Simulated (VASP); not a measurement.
# Ta (Pm-3m) in VASP: a series of runs

Runs on Ta. Level: r2SCAN. Tasks: single point.

All numbers are computed with VASP 6.6.1; they aren't measurements. Logs are shortened: lines on timing, memory, paths and dates and some standing lists are left out, and cuts for length are marked.

### Step 1. The cell of the first run

Symmetry: Pm-3m, No. 221, cubic system. Conventional cell: a = 2.796 Å, b = 2.796 Å, c = 2.796 Å, α = 90.00°, β = 90.00°, γ = 90.00°. Ta (site symmetry m-3m) has 6 Ta at 2.80 Å within 3.7 Å.

This isn't the form of Ta at room conditions, which is bcc.

### Step 2. Single point, r2SCAN (21.85 Å³/atom)

POSCAR reads:

```
Ta
1.0
    2.7956808411      0.0000000000      0.0000000000
    0.0000000000      2.7956808411      0.0000000000
    0.0000000000      0.0000000000      2.7956808411
Ta
1
Direct
    0.0000000000      0.0000000000      0.0000000000
```

INCAR.step1 reads:

```
ALGO = Normal ; EDIFF = 1E-4
ENCUT = 520 ; GGA = PE
ISMEAR = -1 ; LASPH = True
LCHARG = False ; LREAL = False
LWAVE = True ; NBANDS = 12
NELM = 100 ; PREC = Accurate
SIGMA = 0.1
```

INCAR.step2 reads:

```
ALGO = Normal ; EDIFF = 1E-7
ENCUT = 520 ; ISIF = 2
ISMEAR = -1 ; ISTART = 1
LASPH = True ; LCHARG = False
LMIXTAU = True ; LREAL = False
LWAVE = False ; METAGGA = R2SCAN
NBANDS = 12 ; NELM = 100
PREC = Accurate ; SIGMA = 0.1
```

KPOINTS reads:

```
k-points
0
Gamma
  13 13 13
```

Potentials or basis: VASP PAW PBE potentials, release 64 (Ta_pv).

Launch:

```
$ cat potpaw_PBE.64/Ta_pv/POTCAR > POTCAR
$ cp INCAR.step1 INCAR
$ mpirun -np 1 vasp_std > vasp.out
$ cp INCAR.step2 INCAR
$ mpirun -np 1 vasp_std > vasp.out
```

OUTCAR:

```text
EDIFF = 1E-7
   ENCUT = 520
   ISIF = 2
   ISMEAR = -1
   ISTART = 1
   LASPH = True
   LREAL = False
   METAGGA = R2SCAN
   NELM = 100
   PREC = Accurate

 ion  position               nearest neighbor table
   1  0.000  0.000  0.000-

  LATTYP: Found a simple cubic cell.
 ALAT       =     2.7956808411

  Lattice vectors:

 A1 = (   2.7956808411,   0.0000000000,   0.0000000000)
 A2 = (   0.0000000000,   2.7956808411,   0.0000000000)
 A3 = (   0.0000000000,   0.0000000000,   2.7956808411)

Analysis of symmetry for initial positions (statically):
=====================================================================
 Subroutine PRICEL returns:
 Original cell was already a primitive cell.

 Routine SETGRP: Setting up the symmetry group for a
 simple cubic supercell.

 Subroutine GETGRP returns: Found 48 space group operations
 (whereof 48 operations were pure point group operations)
 out of a pool of 48 trial point group operations.

The static configuration has the point symmetry O_h .

Analysis of symmetry for dynamics (positions and initial velocities):
=====================================================================
 Subroutine PRICEL returns:
 Original cell was already a primitive cell.

 Routine SETGRP: Setting up the symmetry group for a
 simple cubic supercell.

 Subroutine GETGRP returns: Found 48 space group operations
 (whereof 48 operations were pure point group operations)
 out of a pool of 48 trial point group operations.

The dynamic configuration has the point symmetry O_h .

 Subroutine INISYM returns: Found 48 space group operations
 (whereof 48 operations are pure point group operations),
 and found     1 'primitive' translations

----------------------------------------------------------------------------------------

                                     Primitive cell

  volume of cell :      21.8506

  direct lattice vectors                    reciprocal lattice vectors
     2.795680841  0.000000000  0.000000000     0.357694621  0.000000000  0.000000000
     0.000000000  2.795680841  0.000000000     0.000000000  0.357694621  0.000000000
     0.000000000  0.000000000  2.795680841     0.000000000  0.000000000  0.357694621

  length of vectors
     2.795680841  2.795680841  2.795680841     0.357694621  0.357694621  0.357694621

  position of ions in fractional coordinates (direct lattice)
     0.000000000  0.000000000  0.000000000

  ion indices of the primitive-cell ions
   primitive index   ion index
                 1           1

----------------------------------------------------------------------------------------

 KPOINTS: k-points

Automatic generation of k-mesh.
 Grid dimensions read from file:
 generate k-points for:   13   13   13

 Generating k-lattice:

  Cartesian coordinates                     Fractional coordinates (reciprocal lattice)
     0.027514971  0.000000000  0.000000000     0.076923077  0.000000000  0.000000000
     0.000000000  0.027514971  0.000000000     0.000000000  0.076923077  0.000000000
     0.000000000  0.000000000  0.027514971     0.000000000  0.000000000  0.076923077

  Length of vectors
     0.027514971  0.027514971  0.027514971

  Shift w.r.t. Gamma in fractional coordinates (k-lattice)
     0.000000000  0.000000000  0.000000000

 Subroutine IBZKPT returns following result:
 ===========================================

 Found     84 irreducible k-points:

 Following reciprocal coordinates:
            Coordinates               Weight
  0.000000  0.000000  0.000000      1.000000
  0.076923  0.000000  0.000000      6.000000
  0.153846  0.000000  0.000000      6.000000
  0.230769  0.000000  0.000000      6.000000
  0.307692  0.000000  0.000000      6.000000
  0.384615  0.000000  0.000000      6.000000
[... 16 lines left out ...]
  0.307692  0.307692  0.000000     12.000000
  0.384615  0.307692  0.000000     24.000000
 [... further k-points ...]
   k-points           NKPTS =     84   k-points in BZ     NKDIM =     84   number of bands    NBANDS=     12
   number of dos      NEDOS =    301   number of ions     NIONS =      1
   total plane-waves  NPLWV =  13824
   dimension x,y,z NGX =    24 NGY =   24 NGZ =   24
   dimension x,y,z NGXF=    48 NGYF=   48 NGZF=   48
   ions per type =               1
   NGX,Y,Z   is equivalent  to a cutoff of  14.27, 14.27, 14.27 a.u.
   NGXF,Y,Z  is equivalent  to a cutoff of  28.54, 28.54, 28.54 a.u.
 SYSTEM =  unknown system
   PREC   = accura    normal or accurate (medium, high low for compatibility)
   ISTART =      1    job   : 0-new  1-cont  2-samecut
   ICHARG =      0    charge: 1-file 2-atom 10-const
   ISPIN  =      1    spin polarized calculation?
   LNONCOLLINEAR =      F non collinear calculations
   LSORBIT =      F    spin-orbit coupling
   LASPH  =      T    aspherical Exc in radial PAW
   ENCUT  =  520.0 eV  38.22 Ry    6.18 a.u.   5.20  5.20  5.20*2*pi/ulx,y,z
   NELM   =    100;   NELMIN=  2; NELMDL=  0     # of ELM steps
   EDIFF  = 0.1E-06   stopping-criterion for ELM
   LREAL  =      F    real-space projection
   EDIFFG = 0.1E-05   stopping-criterion for IOM
   NSW    =      0    number of steps for IOM
   IBRION =     -1    ionic relax: 0-MD 1-quasi-New 2-CG
   NFREE  =      0    steps in history (QN), initial steepest desc. (CG)
   ISIF   =      2    stress and relaxation
   ISYM   =      2    0-nonsym 1-usesym 2-fastsym
   POTIM  = 0.5000    time-step for ionic-motion
   TEBEG  =    0.0;   TEEND  =   0.0 temperature during run
   PSTRESS=    0.0 pullay stress
   NELECT =      11.0000    total number of electrons
   NUPDOWN=      -1.0000    fix difference up-down
   EMIN   =  10.00;   EMAX   =-10.00  energy-range for DOS
   EFERMI =   0.00;   METHOD = LEGACY
   ISMEAR =    -1;   SIGMA  =   0.10  broadening in eV -4-tet -1-fermi 0-gaus
   EFERMI_NEDOS =   21; number of points for ismear=-14 and -15
   IALGO  =     38    algorithm
   IMIX   =      4    mixing-type and parameters
     AMIX     =   0.40;   BMIX     =  1.00
     AMIX_MAG =   1.60;   BMIX_MAG =  1.00
  volume/ion in A,a.u.               =      21.85       147.45
  Fermi-wavevector in a.u.,A,eV,Ry     =   1.302321  2.461030 23.076035  1.696041
  Thomas-Fermi vector in A             =   2.433397
   LORBIT       =      0    0 simple, 1 ext, 2 COOP (PROOUT), +10 PAW based schemes
   METAGGA = R2SCAN    functional components
   LHFCALC =     F    Hartree Fock is set to
   AEXX    =    0.0000 exact exchange contribution
   IVDW    =     0    specifies the selected vdW correction
   LEPSILON=     F    determine dielectric tensor
   LRPA    =     F    only Hartree local field effects (RPA)
 non-spin polarized calculation
  energy-cutoff  :      520.00
  volume of cell :       21.85
 maximum number of plane-waves:       619
 NGX is ok and might be reduce to    24
   NGX = 11   NGY = 11   NGZ = 11

 number of electron      11.0000003 magnetization

 Free energy of the ion-electron system (eV)
  ---------------------------------------------------
  ext. energy  EPLUGINS =         0.00000000
  ---------------------------------------------------
  free energy    TOTEN  =       -47.36108873 eV

  energy without entropy =      -47.32457410  energy(sigma->0) =      -47.34283141

 E-fermi :   3.9562     XC(G=0): -12.5435

 val. band max:        3.9279024629   @ k =   0.4615   0.3846   0.2308
 cond. band min:       4.0060581883   @ k =   0.3077   0.2308   0.2308
 fundamental gap:      0.0781557254
 Fermi energy:         3.9562414691

 k-point     1 :       0.0000    0.0000    0.0000
  band No.  band energies     occupation
      1     -30.8382      2.00000
      2     -30.8382      2.00000
      3     -30.8382      2.00000
      4      -3.5117      2.00000
      5       1.3092      2.00000
      6       1.3092      2.00000
      7      10.0335      0.00000
      8      10.0335      0.00000
      9      10.0335      0.00000
     10      15.7048      0.00000
     11      18.7839      0.00000
     12      18.7839      0.00000

 k-point     2 :       0.0769    0.0000    0.0000
  band No.  band energies     occupation
      1     -30.9024      2.00000
      2     -30.8329      2.00000
      3     -30.8329      2.00000
      4      -3.3356      2.00000
      5       1.3569      2.00000
      6       1.4801      2.00000
      7       9.7349      0.00000
      8       9.7349      0.00000
      9      10.0533      0.00000
     10      15.7047      0.00000
     11      17.7746      0.00000
     12      19.1805      0.00000

 k-point     3 :       0.1538    0.0000    0.0000
  band No.  band energies     occupation
      1     -31.0776      2.00000
      2     -30.8185      2.00000
      3     -30.8185      2.00000
      4      -2.8445      2.00000
      5       1.4924      2.00000
      6       1.9683      2.00000
      7       9.0131      0.00000
      8       9.0131      0.00000
      9      10.1086      0.00000
     10      15.7013      0.00000
     11      15.9794      0.00000
     12      20.1833      0.00000
[... 286 lines left out ...]
 k-point    23 :       0.3077    0.3077    0.0000
  band No.  band energies     occupation
      1     -31.4921      2.00000
      2     -31.4659      2.00000
      3     -30.7162      2.00000
      4       0.4419      2.00000
      5       2.2712      2.00000
      6       5.3112      0.00000
      7       5.9704      0.00000
      8       7.6922      0.00000
      9       8.0309      0.00000
     10      14.7759      0.00000
     11      15.7028      0.00000
     12      16.9093      0.00000

 k-point    24 :       0.3846    0.3077    0.0000
  band No.  band energies     occupation
      1     -31.6720      2.00000
      2     -31.4536      2.00000
      3     -30.6986      2.00000
      4       0.8508      2.00000
      5       2.0129      2.00000
      6       5.5625      0.00000
      7       7.0438      0.00000
      8       7.3077      0.00000
      9       8.0169      0.00000
     10      13.9393      0.00000
     11      15.7037      0.00000
     12      17.5115      0.00000

 [... further k-points ...]

------------------------ aborting loop because EDIFF is reached ----------------------------------------

  FORCE on cell =-STRESS in cart. coord.  units (eV):
  Direction    XX          YY          ZZ          XY          YZ          ZX
  --------------------------------------------------------------------------------------
  -------------------------------------------------------------------------------------
  Total       -1.2600782     -1.2600782     -1.2600782      0.0000000      0.0000000      0.0000000
  in kB      -92.3943292    -92.3943292    -92.3943292      0.0000000      0.0000000      0.0000000
  external PRESSURE =     -92.3943292 kB  Pullay stress =       0.0000000 kB

 VOLUME and BASIS-vectors are now :
 -----------------------------------------------------------------------------
  energy-cutoff  :      520.00
  volume of cell :       21.85
      direct lattice vectors                 reciprocal lattice vectors
     2.795680841  0.000000000  0.000000000     0.357694621  0.000000000  0.000000000
     0.000000000  2.795680841  0.000000000     0.000000000  0.357694621  0.000000000
     0.000000000  0.000000000  2.795680841     0.000000000  0.000000000  0.357694621

 POSITION                                       TOTAL-FORCE (eV/Angst)
 -----------------------------------------------------------------------------------
      0.00000      0.00000      0.00000         0.000000      0.000000      0.000000
 -----------------------------------------------------------------------------------
    total drift:                               -0.000000      0.000000      0.000000

  FREE ENERGIE OF THE ION-ELECTRON SYSTEM (eV)
  ---------------------------------------------------
  free  energy   TOTEN  =       -47.3610887269 eV

  energy  without entropy=      -47.3245741005  energy(sigma->0) =      -47.34283141
```

It took 64 s on 1 thread of Intel Xeon 8259CL, shared host; peak memory 0.16 GiB.

Results:

- Free energy: -47.3611 eV
- Pressure: -9.2 GPa
- Band gap on the k mesh: zero (an odd number of electrons rules out a gap without spin polarisation)

Caveat: the cell stands under tension; the PAW data sets were made with another functional, which shifts forces and pressure a little; spin-orbit coupling is left out, which moves the levels of the heavy elements.

### Step 3. Single point, r2SCAN (22.66 Å³/atom)

This run uses another cell than the first one, of 22.66 Å³/atom.

POSCAR reads:

```
Ta
1.0
    2.8297778703      0.0000000000      0.0000000000
    0.0000000000      2.8297778703      0.0000000000
    0.0000000000      0.0000000000      2.8297778703
Ta
1
Direct
    0.0000000000      0.0000000000      0.0000000000
```

INCAR.step1 reads:

```
ALGO = Normal
EDIFF = 1E-4
ENCUT = 520
GGA = PE
ISMEAR = -1
LASPH = True
LCHARG = False
LREAL = False
LWAVE = True
NBANDS = 12
NELM = 60
PREC = Accurate
SIGMA = 0.1
```

INCAR.step2 reads:

```
ALGO = Normal
EDIFF = 1E-7
ENCUT = 520
ISIF = 2
ISMEAR = -1
ISTART = 1
LASPH = True
LCHARG = False
LMIXTAU = True
LREAL = False
LWAVE = False
METAGGA = R2SCAN
NBANDS = 12
NELM = 60
PREC = Accurate
SIGMA = 0.1
```

KPOINTS is that of step 2.

Potentials or basis: VASP PAW PBE potentials, release 64 (Ta_pv).

Launch:

```
$ cat potpaw_PBE.64/Ta_pv/POTCAR > POTCAR
$ cp INCAR.step1 INCAR
$ mpirun -np 1 vasp_std > vasp.out
$ cp INCAR.step2 INCAR
$ mpirun -np 1 vasp_std > vasp.out
```

Run time: 77 s. Hardware: 1 thread of Intel Xeon 8259CL, shared host; peak memory 0.16 GiB.

The run converged. Its results:

- Free energy: -47.3049 eV
- Pressure: -12.9 GPa
- Band gap on the k mesh: zero (an odd number of electrons rules out a gap without spin polarisation)

Levels at points of the mesh, in eV from the Fermi level:
| k point | band 4 | band 5 | band 6 | band 7 | band 8 | band 9 |
| --- | --- | --- | --- | --- | --- | --- |
| (0.00, 0.00, 0.00) | -7.33 | -2.53 | -2.53 | 5.82 | 5.82 | 5.82 |

Caveat: the cell stands under tension; the PAW data sets were made with another functional, which shifts forces and pressure a little; spin-orbit coupling is left out, which moves the levels of the heavy elements.

### Step 4. Single point, r2SCAN

This run uses another cell than the first one, of 20.23 Å³/atom.

POSCAR reads:

```
Ta
1.0
    2.7248734566      0.0000000000      0.0000000000
    0.0000000000      2.7248734566      0.0000000000
    0.0000000000      0.0000000000      2.7248734566
Ta
1
Direct
    0.0000000000      0.0000000000      0.0000000000
```

INCAR.step1 reads:

```
SYSTEM = Ta
PREC = Accurate
ENCUT = 520
ISMEAR = -1
SIGMA = 0.1
LREAL = .FALSE.
LASPH = .TRUE.
NELM = 60
NBANDS = 12
GGA = PE
ALGO = Normal
EDIFF = 1E-4
LWAVE = .TRUE.
LCHARG = .FALSE.
```

INCAR.step2 reads:

```
SYSTEM = Ta
PREC = Accurate
ENCUT = 520
EDIFF = 1E-6
ISMEAR = -1
SIGMA = 0.1
LREAL = .FALSE.
LASPH = .TRUE.
NELM = 60
ALGO = Normal
ISIF = 2
LWAVE = .FALSE.
LCHARG = .FALSE.
METAGGA = R2SCAN
LMIXTAU = .TRUE.
NBANDS = 12
ISTART = 1
```

KPOINTS reads:

```
Automatic mesh
0
G
  19 19 19
  0 0 0
```

Launch:

```
$ cat potpaw_PBE.64/Ta_pv/POTCAR > POTCAR
$ cp INCAR.step1 INCAR
$ mpirun -np 1 vasp_std > vasp.out
$ cp INCAR.step2 INCAR
$ mpirun -np 1 vasp_std > vasp.out
```

Run time: 2.7 min. Hardware: 1 thread of Intel Xeon 8259CL, shared host; peak memory 0.17 GiB.

Results (log left out):

```
Free energy            : -47.4067 eV
Pressure               : 1.4 GPa
Band gap on the k mesh : zero (an odd number of electrons rules out a gap without spin polarisation)
```

Levels at points of the mesh, in eV from the Fermi level:
| k point | band 3 | band 4 | band 5 | band 6 | band 7 | band 8 | band 9 | band 10 |
| --- | --- | --- | --- | --- | --- | --- | --- | --- |
| (0.00, 0.00, 0.00) | -34.49 | -7.72 | -2.88 | -2.88 | 6.68 | 6.68 | 6.68 | 12.12 |

Caveat: the PAW data sets were made with another functional, which shifts forces and pressure a little; spin-orbit coupling is left out, which moves the levels of the heavy elements.

### Step 5. Summary

```csv
cell,k mesh,gap on the mesh (eV),pressure (GPa)
"a = 2.796 Å, 1 atom",13 × 13 × 13,none,-9.2
"a = 2.830 Å, 1 atom",13 × 13 × 13,none,-12.9
"a = 2.725 Å, 1 atom",19 × 19 × 19,none,1.4
```

Alike in all rows: task single point; level r2SCAN; potentials or basis VASP PAW PBE potentials, release 64 (Ta_pv); no spin polarisation; cutoff (eV) 520; smearing fermi-dirac 0.1 eV.

Caveats: the PAW data sets were made with another functional, which shifts forces and pressure a little; spin-orbit coupling is left out, which moves the levels of the heavy elements; the cell stands under tension (at least some runs).

Total energies depend on the potentials used, so only differences within one code and one set of settings carry meaning.
